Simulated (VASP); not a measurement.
Wanted: the native input for a VASP 6.6.1 run.

```
Task                   : relaxation of cell and atoms
Functional             : PBE
Potentials or basis    : VASP PAW PBE potentials, release 64 (Zr_sv, B)
Cutoff                 : 600 eV
k mesh                 : 10 × 10 × 6
Occupations            : gaussian, width 0.1 eV
Spin                   : no spin polarisation
Dipole correction      : no
Further INCAR settings : ALGO = Fast; EDIFF = 1e-07; IBRION = 2; EDIFFG = -0.01; NSW = 100; ISIF = 3
```

The structure of Zr2B lies in POSCAR:

```
Zr2B
1.0
    3.7825105921      0.0000000000      0.0000000000
    0.0000000000      3.7825105921      0.0000000000
    0.0000000000      0.0000000000      7.0117331190
Zr B
4 2
Direct
    0.5000000000      0.0000000000      0.3694067127
    0.0000000000      0.5000000000      0.6305932873
    0.5000000000      0.5000000000      0.0000000000
    0.0000000000      0.0000000000      0.0000000000
    0.0000000000      0.5000000000      0.2716781536
    0.5000000000      0.0000000000      0.7283218464
```

The cell was generated, and may not be a known phase.

These files were run (other wordings do the same):

INCAR

```
SYSTEM = Zr2B
PREC = Accurate
ENCUT = 600
EDIFF = 1E-7
ISMEAR = 0
SIGMA = 0.1
LREAL = .FALSE.
LASPH = .TRUE.
NELM = 60
ALGO = Fast
ISIF = 3
LWAVE = .FALSE.
LCHARG = .FALSE.
GGA = PE
IBRION = 2
NSW = 100
EDIFFG = -0.01
```

KPOINTS

```
regular mesh
0
G
  10 10 6
  0 0 0
```

Potentials or basis: VASP PAW PBE potentials, release 64 (Zr_sv, B).

Command:

```console
$ cat potpaw_PBE.64/Zr_sv/POTCAR potpaw_PBE.64/B/POTCAR > POTCAR
$ mpirun -np 1 vasp_std > vasp.out
```

Results of the run:

```yaml
Relaxed_volume: 16.74 Å³/atom
Relaxed_cell: a = 3.772 Å, b = 3.772 Å, c = 7.059 Å, α = 90.00°, β = 90.00°, γ = 90.00°
Space_group_after_relaxing_to_0.1_Å: P4/nmm (No. 129)
Energy_gained_by_relaxing: 0.3 meV/atom
Ionic_steps: 7
Pressure_after_relaxing: 0.0 GPa
Largest_force_after_relaxing: 0.005 eV/Å
Band_gap_on_the_k_mesh: zero (bands 27 and 28 overlap by 1.38 eV)
```

It took 35 min on 1 thread of Intel(R) Xeon(R) Platinum 8259CL CPU @ 2.50GHz (Skylake/Cascade Lake), on a shared host, peak memory 0.42 GiB.
